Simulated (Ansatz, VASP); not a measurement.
**One calculation of Mo, two programs**

INCAR

```
PREC = Accurate ; ENCUT = 520
EDIFF = 1E-7 ; ISMEAR = 0
SIGMA = 0.15 ; LREAL = False
LASPH = True ; NELM = 60
ALGO = Fast ; ISIF = 2
LWAVE = False ; LCHARG = False
GGA = PS ; NBANDS = 13
```

Contents of KPOINTS:

```
regular mesh
0
Gamma
  20 20 20
```

Contents of POSCAR:

```
Mo
1.0
    0.0000000000      2.0150000000      2.0150000000
    2.0150000000      0.0000000000      2.0150000000
    2.0150000000      2.0150000000      0.0000000000
Mo
1
Direct
    0.0000000000      0.0000000000      0.0000000000
```

Input for Ansatz:

```yaml
crystal:
  lattice:
    - [0.0, 2.015, 2.015]
    - [2.015, 0.0, 2.015]
    - [2.015, 2.015, 0.0]
  atoms:
    - { symbol: Mo, position: [0.0, 0.0, 0.0] }
basis:
  ecutwfc: 420
kpoints:
  mp_grid: { grid: [20, 20, 20] }
hamiltonian:
  xc: pbesol
scf:
  occupations: { method: gaussian, width: 0.15 }
output:
  forces: true
  stress: true
  eigenvalues: true
```

Alike in both runs: task single point; functional PBEsol; k mesh 20 × 20 × 20; occupations gaussian, width 0.15 eV; no spin polarisation.

|  | VASP | Ansatz |
| --- | --- | --- |
| version | VASP 6.6.1 | Ansatz 0.2.0 |
| potentials or method | VASP PAW PBE potentials, release 64 (Mo_sv), cutoff 520 eV | scalar-relativistic, plane waves, PAW |
| valence electrons in the cell | 14 | 14 |

|  | VASP | Ansatz | Ansatz less VASP |
| --- | --- | --- | --- |
| gap on the k mesh at the Fermi level (eV) | none | none | - |
| pressure (GPa) | -11.6 | -12.0 | -0.38 |

VASP's potentials were made for PBE, not for PBEsol. A gap of «none» marks a metal or a gap that the smearing closes.
